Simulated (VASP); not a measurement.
## KBr: single point with PBE

KBr:

```xyz
2
Lattice="4.0944 -0.4381 -0.4381 -0.4381 4.0944 -0.4381 -0.4381 -0.4381 4.0944" Properties=species:S:1:pos:R:3 pbc="T T T"
K     0.0000    0.0000    0.0000
Br    1.6090    1.6090    1.6090
```

This cell differs from its parent crystal: ratio of the length along [111] to the lengths across it x 0.71, volume and fractional coordinates fixed.

| Item | Value |
| --- | --- |
| Program | VASP 6.6.1 |
| Task | single point |
| Functional | PBE |
| Potentials or basis | VASP PAW PBE potentials, release 64 (K_sv, Br) |
| Cutoff | 520 eV |
| k mesh | 6 × 6 × 6 |
| Occupations | gaussian, width 0.05 eV |
| Spin | no spin polarisation |

* Pressure: 5.1 GPa
* Band gap on the k mesh: 3.85 eV, indirect (least direct gap 3.93 eV)

Stress tensor (GPa, compression positive):
```
5.12 5.60 5.60
5.60 5.12 5.60
5.60 5.60 5.12
```

Levels at points of the mesh, in eV from the valence-band top:
```tsv
k point	band 4	band 5	band 6	band 7	band 8	band 9	band 10	band 11	band 12	band 13
(0.00, 0.00, 0.00)	-11.70	-11.70	-0.16	-0.16	-0.08	3.85	6.29	6.29	9.22	9.22
(0.50, 0.00, 0.00)	-11.69	-10.97	-1.83	-0.70	-0.16	6.36	7.22	7.91	8.76	9.35
(0.50, 0.50, 0.00)	-11.86	-11.71	-1.42	-0.77	0.00	5.50	6.47	8.27	9.32	9.51
(0.50, 0.50, 0.50)	-11.82	-11.05	-1.39	-1.39	-1.39	6.88	6.88	9.03	9.03	10.86
```

Run time: 14 s on 1 thread of Intel(R) Xeon(R) Platinum 8488C (Sapphire Rapids), on a shared host, peak memory 0.19 GiB.

 A k mesh can miss the band edges.
